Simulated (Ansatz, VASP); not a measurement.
## CuMo4 in VASP and in Ansatz

```
CELL_PARAMETERS angstrom
4.45921 0.00000 0.00000
0.00000 4.45921 0.00000
0.00000 0.00000 4.45921
ATOMIC_POSITIONS crystal
Cu 0.00000 0.00000 0.00000
Mo 0.50000 0.00000 0.00000
Mo 0.00000 0.50000 0.00000
Mo 0.00000 0.00000 0.50000
Mo 0.50000 0.50000 0.50000
```

Alike in both runs: task single point; functional PBE; k mesh 4 × 4 × 4; occupations gaussian, width 0.1 eV; no spin polarisation.

|  | VASP | Ansatz |
| --- | --- | --- |
| version | VASP 6.6.1 | Ansatz 0.2.0 |
| potentials or method | VASP PAW PBE potentials, release 64 (Cu, Mo_sv), cutoff 520 eV | scalar-relativistic, plane waves, PAW |
| valence electrons in the cell | 67 | 75 |

VASP gave:

```
gap on the k mesh at the Fermi level (eV) : none
pressure (GPa)                            : 0.2
```

**Question.** Which values does Ansatz return?

**Answer.** gap on the k mesh at the Fermi level (eV): none; pressure (GPa): -0.1.

A gap of «none» marks a metal or a gap that the smearing closes. VASP's potentials hold 67 valence electrons a cell and Ansatz's 75, so a difference there can come from the potentials and not from the codes.
